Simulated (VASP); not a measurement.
# In4Sb3As (P-4m2) in VASP: relaxation of cell and atoms with PBE

Aim: the relaxation of cell and atoms of In4Sb3As with PBE.

Program: VASP 6.6.1. These are calculated values, not measurements. Logs are shortened: lines on timing, memory, paths and dates and some standing lists are left out, and cuts for length are marked.

## Step 1: The cell of the first run

Symmetry: P-4m2, No. 115, tetragonal system. Conventional cell: a = 4.641 Å, b = 4.641 Å, c = 12.893 Å, α = 90.00°, β = 90.00°, γ = 90.00°. In (site symmetry 2mm) has 4 Sb at 2.85 to 2.86 Å within 3.8 Å. Within 3.6 Å of In (site symmetry 2mm) lie 2 As at 2.74 Å and 2 Sb at 2.86 Å. Within 3.8 Å of Sb (site symmetry 2mm) lie 4 In at 2.85 to 2.86 Å. Within 3.8 Å of Sb (site symmetry -4m2) lie 4 In at 2.86 Å. As (site symmetry -4m2) has 4 In at 2.74 Å within 3.6 Å.

## Step 2: Relaxation of cell and atoms, PBE

Input file INCAR:

```
SYSTEM = In4Sb3As
ALGO = Fast
EDIFF = 1E-7
EDIFFG = -0.01
ENCUT = 600
GGA = PE
IBRION = 2
ISIF = 3
ISMEAR = 0
LASPH = .True.
LCHARG = .False.
LREAL = .False.
LWAVE = .False.
NELM = 80
NSW = 100
PREC = Accurate
SIGMA = 0.1
```

Input file KPOINTS:

```
k-points
0
Gamma
  8 8 4
  0 0 0
```

Input file POSCAR:

```
In4Sb3As
1.0
    4.6413501054      0.0000000000      0.0000000000
    0.0000000000      4.6413501054      0.0000000000
    0.0000000000      0.0000000000     12.8930099963
In Sb As
4 3 1
Direct
    0.5000000000      0.0000000000      0.6293720444
    0.0000000000      0.5000000000      0.8874991132
    0.5000000000      0.0000000000      0.1125008868
    0.0000000000      0.5000000000      0.3706279556
    0.5000000000      0.5000000000      0.2416879201
    0.0000000000      0.0000000000      0.5000000000
    0.5000000000      0.5000000000      0.7583120799
    0.0000000000      0.0000000000      0.0000000000
```

Potentials or basis: VASP PAW PBE potentials, release 64 (In_d, Sb, As).

The run is started by

```console
> cat potpaw_PBE.64/In_d/POTCAR potpaw_PBE.64/Sb/POTCAR potpaw_PBE.64/As/POTCAR > POTCAR
> mpirun -np 1 vasp_std > vasp.out
```

OUTCAR:

```text
SYSTEM = In4Sb3As
   EDIFF = 1E-7
   EDIFFG = -0.01
   ENCUT = 600
   GGA = PE
   IBRION = 2
   ISIF = 3
   ISMEAR = 0
   LASPH = .True.
   LREAL = .False.
   NELM = 80
   NSW = 100
   PREC = Accurate

 ion  position               nearest neighbor table
   1  0.500  0.000  0.629-   7 2.85   7 2.85   6 2.86   6 2.86
   2  0.000  0.500  0.887-   8 2.74   8 2.74   7 2.86   7 2.86
   3  0.500  0.000  0.113-   8 2.74   8 2.74   5 2.86   5 2.86
   4  0.000  0.500  0.371-   5 2.85   5 2.85   6 2.86   6 2.86
   5  0.500  0.500  0.242-   4 2.85   4 2.85   3 2.86   3 2.86
   6  0.000  0.000  0.500-   1 2.86   4 2.86   4 2.86   1 2.86
   7  0.500  0.500  0.758-   1 2.85   1 2.85   2 2.86   2 2.86
   8  0.000  0.000  0.000-   2 2.74   3 2.74   2 2.74   3 2.74

  LATTYP: Found a simple tetragonal cell.
 ALAT       =     4.6413501054
 C/A-ratio  =     2.7778576715

  Lattice vectors:

 A1 = (   4.6413501054,   0.0000000000,   0.0000000000)
 A2 = (   0.0000000000,   4.6413501054,   0.0000000000)
 A3 = (   0.0000000000,   0.0000000000,  12.8930099963)

Analysis of symmetry for initial positions (statically):
=====================================================================
 Subroutine PRICEL returns:
 Original cell was already a primitive cell.

 Routine SETGRP: Setting up the symmetry group for a
 simple tetragonal supercell.

 Subroutine GETGRP returns: Found  8 space group operations
 (whereof  8 operations were pure point group operations)
 out of a pool of 16 trial point group operations.

The static configuration has the point symmetry D_2d.

Analysis of symmetry for dynamics (positions and initial velocities):
=====================================================================
 Subroutine PRICEL returns:
 Original cell was already a primitive cell.

 Routine SETGRP: Setting up the symmetry group for a
 simple tetragonal supercell.

 Subroutine GETGRP returns: Found  8 space group operations
 (whereof  8 operations were pure point group operations)
 out of a pool of 16 trial point group operations.

The dynamic configuration has the point symmetry D_2d.

 Subroutine INISYM returns: Found  8 space group operations
 (whereof  8 operations are pure point group operations),
 and found     1 'primitive' translations

----------------------------------------------------------------------------------------

                                     Primitive cell

  volume of cell :     277.7429

  direct lattice vectors                    reciprocal lattice vectors
     4.641350105  0.000000000  0.000000000     0.215454550  0.000000000  0.000000000
     0.000000000  4.641350105  0.000000000     0.000000000  0.215454550  0.000000000
     0.000000000  0.000000000 12.893009996     0.000000000  0.000000000  0.077561407

  length of vectors
     4.641350105  4.641350105 12.893009996     0.215454550  0.215454550  0.077561407

  position of ions in fractional coordinates (direct lattice)
     0.500000000  0.000000000  0.629372044
     0.000000000  0.500000000  0.887499113
     0.500000000  0.000000000  0.112500887
     0.000000000  0.500000000  0.370627956
     0.500000000  0.500000000  0.241687920
     0.000000000  0.000000000  0.500000000
     0.500000000  0.500000000  0.758312080
     0.000000000  0.000000000  0.000000000

  ion indices of the primitive-cell ions
   primitive index   ion index
                 1           1
                 2           2
                 3           3
                 4           4
                 5           5
                 6           6
                 7           7
                 8           8

----------------------------------------------------------------------------------------

 KPOINTS: k-points

Automatic generation of k-mesh.
 Grid dimensions read from file:
 generate k-points for:    8    8    4

 Generating k-lattice:

  Cartesian coordinates                     Fractional coordinates (reciprocal lattice)
     0.026931819  0.000000000  0.000000000     0.125000000  0.000000000  0.000000000
     0.000000000  0.026931819  0.000000000     0.000000000  0.125000000  0.000000000
     0.000000000  0.000000000  0.019390352     0.000000000  0.000000000  0.250000000

  Length of vectors
     0.026931819  0.026931819  0.019390352

  Shift w.r.t. Gamma in fractional coordinates (k-lattice)
     0.000000000  0.000000000  0.000000000

 Subroutine IBZKPT returns following result:
 ===========================================

 Found     45 irreducible k-points:

 Following reciprocal coordinates:
            Coordinates               Weight
  0.000000  0.000000  0.000000      1.000000
  0.125000  0.000000  0.000000      4.000000
  0.250000  0.000000  0.000000      4.000000
  0.375000  0.000000  0.000000      4.000000
  0.500000  0.000000  0.000000      2.000000
  0.125000  0.125000  0.000000      4.000000
[... 16 lines left out ...]
  0.375000  0.125000  0.250000     16.000000
  0.500000  0.125000  0.250000      8.000000
 [... further k-points ...]
   k-points           NKPTS =     45   k-points in BZ     NKDIM =     45   number of bands    NBANDS=     43
   number of dos      NEDOS =    301   number of ions     NIONS =      8
   total plane-waves  NPLWV = 172800
   dimension x,y,z NGX =    40 NGY =   40 NGZ =  108
   dimension x,y,z NGXF=    80 NGYF=   80 NGZF=  216
   ions per type =               4   3   1
   NGX,Y,Z   is equivalent  to a cutoff of  14.33, 14.33, 13.93 a.u.
   NGXF,Y,Z  is equivalent  to a cutoff of  28.65, 28.65, 27.85 a.u.
 SYSTEM =  In4Sb3As
   PREC   = accura    normal or accurate (medium, high low for compatibility)
   ISTART =      0    job   : 0-new  1-cont  2-samecut
   ICHARG =      2    charge: 1-file 2-atom 10-const
   ISPIN  =      1    spin polarized calculation?
   LNONCOLLINEAR =      F non collinear calculations
   LSORBIT =      F    spin-orbit coupling
   LASPH  =      T    aspherical Exc in radial PAW
   ENCUT  =  600.0 eV  44.10 Ry    6.64 a.u.   9.27  9.27 25.75*2*pi/ulx,y,z
   NELM   =     80;   NELMIN=  2; NELMDL= -5     # of ELM steps
   EDIFF  = 0.1E-06   stopping-criterion for ELM
   LREAL  =      F    real-space projection
   EDIFFG = -.1E-01   stopping-criterion for IOM
   NSW    =    100    number of steps for IOM
   IBRION =      2    ionic relax: 0-MD 1-quasi-New 2-CG
   NFREE  =      1    steps in history (QN), initial steepest desc. (CG)
   ISIF   =      3    stress and relaxation
   ISYM   =      2    0-nonsym 1-usesym 2-fastsym
   POTIM  = 0.5000    time-step for ionic-motion
   TEBEG  =    0.0;   TEEND  =   0.0 temperature during run
   PSTRESS=    0.0 pullay stress
   NELECT =      72.0000    total number of electrons
   NUPDOWN=      -1.0000    fix difference up-down
   EMIN   =  10.00;   EMAX   =-10.00  energy-range for DOS
   EFERMI =   0.00;   METHOD = LEGACY
   ISMEAR =     0;   SIGMA  =   0.10  broadening in eV -4-tet -1-fermi 0-gaus
   EFERMI_NEDOS =   21; number of points for ismear=-14 and -15
   IALGO  =     68    algorithm
   IMIX   =      4    mixing-type and parameters
     AMIX     =   0.40;   BMIX     =  1.00
     AMIX_MAG =   1.60;   BMIX_MAG =  1.00
  volume/ion in A,a.u.               =      34.72       234.29
  Fermi-wavevector in a.u.,A,eV,Ry     =   1.043850  1.972590 14.825212  1.089622
  Thomas-Fermi vector in A             =   2.178577
   LORBIT       =      0    0 simple, 1 ext, 2 COOP (PROOUT), +10 PAW based schemes
   GGA     = PE    functional components
   LHFCALC =     F    Hartree Fock is set to
   AEXX    =    0.0000 exact exchange contribution
   IVDW    =     0    specifies the selected vdW correction
   LEPSILON=     F    determine dielectric tensor
   LRPA    =     F    only Hartree local field effects (RPA)
 conjugate gradient relaxation of ions
 non-spin polarized calculation
 RMM-DIIS sequential band-by-band and
 Gauss-broadening in eV      SIGMA  =   0.10
  energy-cutoff  :      600.00
  volume of cell :      277.74
 maximum number of plane-waves:      9364
 NGX is ok and might be reduce to    40
   NGX = 19   NGY = 19   NGZ = 51

--------------------------------------- Ionic step        1  -------------------------------------------

 number of electron      71.9999995 magnetization

 Free energy of the ion-electron system (eV)
  ---------------------------------------------------
  ext. energy  EPLUGINS =         0.00000000
  ---------------------------------------------------
  free energy    TOTEN  =       -28.45805346 eV

  energy without entropy =      -28.45722220  energy(sigma->0) =      -28.45763783

------------------------ aborting loop because EDIFF is reached ----------------------------------------

  FORCE on cell =-STRESS in cart. coord.  units (eV):
  Direction    XX          YY          ZZ          XY          YZ          ZX
  --------------------------------------------------------------------------------------
  -------------------------------------------------------------------------------------
  Total       -0.2528881     -0.2528881      0.4991252      0.0000000      0.0000000      0.0000000
  in kB       -1.4588005     -1.4588005      2.8792352      0.0000000      0.0000000      0.0000000
  external PRESSURE =      -0.0127886 kB  Pullay stress =       0.0000000 kB
[... 153 lines left out ...]
  energy  without entropy=      -28.4613167497  energy(sigma->0) =      -28.46175351

--------------------------------------- Ionic step        5  -------------------------------------------

 number of electron      71.9999981 magnetization

 Free energy of the ion-electron system (eV)
  ---------------------------------------------------
  ext. energy  EPLUGINS =         0.00000000
  ---------------------------------------------------
  free energy    TOTEN  =       -28.46221299 eV

  energy without entropy =      -28.46133914  energy(sigma->0) =      -28.46177607

 E-fermi :   4.3606     XC(G=0):  -8.4854

 val. band max:        4.3150513610   @ k =   0.0000   0.0000   0.0000
 cond. band min:       4.5612325536   @ k =   0.5000   0.0000   0.0000
 fundamental gap:      0.2461811926
 Fermi energy:         4.3606365742

 k-point     1 :       0.0000    0.0000    0.0000
  band No.  band energies     occupation
      1     -10.2434      2.00000
      2     -10.1830      2.00000
      3     -10.1814      2.00000
      4     -10.1652      2.00000
      5     -10.1652      2.00000
      6     -10.1468      2.00000
[... 1093 lines left out ...]
     42       7.8019      0.00000
     43       7.9936      0.00000

 [... further k-points ...]
[... 5 lines left out ...]
  --------------------------------------------------------------------------------------
  -------------------------------------------------------------------------------------
  Total        0.0151307      0.0151307      0.0260652      0.0000000     -0.0000000      0.0000000
  in kB        0.0872971      0.0872971      0.1503837      0.0000000     -0.0000000      0.0000000
  external PRESSURE =       0.1083259 kB  Pullay stress =       0.0000000 kB
[... 23 lines left out ...]
  FREE ENERGIE OF THE ION-ELECTRON SYSTEM (eV)
  ---------------------------------------------------
  free  energy   TOTEN  =       -28.4622129947 eV

  energy  without entropy=      -28.4613391354  energy(sigma->0) =      -28.46177607

 reached required accuracy - stopping structural energy minimisation
```

It took 84 min on 1 thread of Oxide Virtual Turin-like, shared host; peak memory 0.83 GiB.

What came out:

```
Free energy                           : -28.4622 eV
Relaxed volume                        : 34.71 Å³/atom
Relaxed cell                          : a = 4.616 Å, b = 4.616 Å, c = 13.031 Å, α = 90.00°, β = 90.00°, γ = 90.00°
Space group after relaxing (to 0.1 Å) : P-4m2 (No. 115)
Energy gained by relaxing             : 0.5 meV/atom
Ionic steps                           : 5
Pressure after relaxing               : 0.0 GPa
Largest force after relaxing          : 0.006 eV/Å
Band gap on the k mesh                : zero (filled and empty bands touch)
```

Forces on the atoms (eV/Å):
```
In   0.000  0.000 -0.004
In   0.000  0.000 -0.004
In   0.000  0.000  0.004
In   0.000  0.000  0.004
Sb   0.000  0.000  0.006
Sb   0.000  0.000  0.000
Sb   0.000  0.000 -0.006
As   0.000  0.000  0.000
```

Step by step:
```
step  energy change (eV)  largest force (eV/Å)  pressure (GPa)  volume (Å³)
   1              0.0000                0.0138            0.00       277.74
   2             -0.0020                0.0094            0.00       277.73
   3             -0.0041                0.0124            0.01       277.69
   4             -0.0041                0.0147            0.00       277.68
   5             -0.0042                0.0055            0.01       277.70
```

Final structure:
```
In Sb As
1.0
     4.61629    0.00000    0.00000
     0.00000    4.61629    0.00000
     0.00000    0.00000   13.03122
In Sb As
4 3 1
Cartesian
  2.3081 0.0000 8.2015
  0.0000 2.3081 11.5629
  2.3081 0.0000 1.4683
  0.0000 2.3081 4.8297
  2.3081 2.3081 3.1494
  4.6163 0.0000 6.5156
  2.3081 2.3081 9.8818
  0.0000 0.0000 0.0000
```

Caveat: semilocal functionals underestimate gaps, and a narrow one can read as zero; spin-orbit coupling is left out, which moves the levels of the heavy elements.

The gap in the log of VASP goes by the Fermi energy; the results here count the filled bands.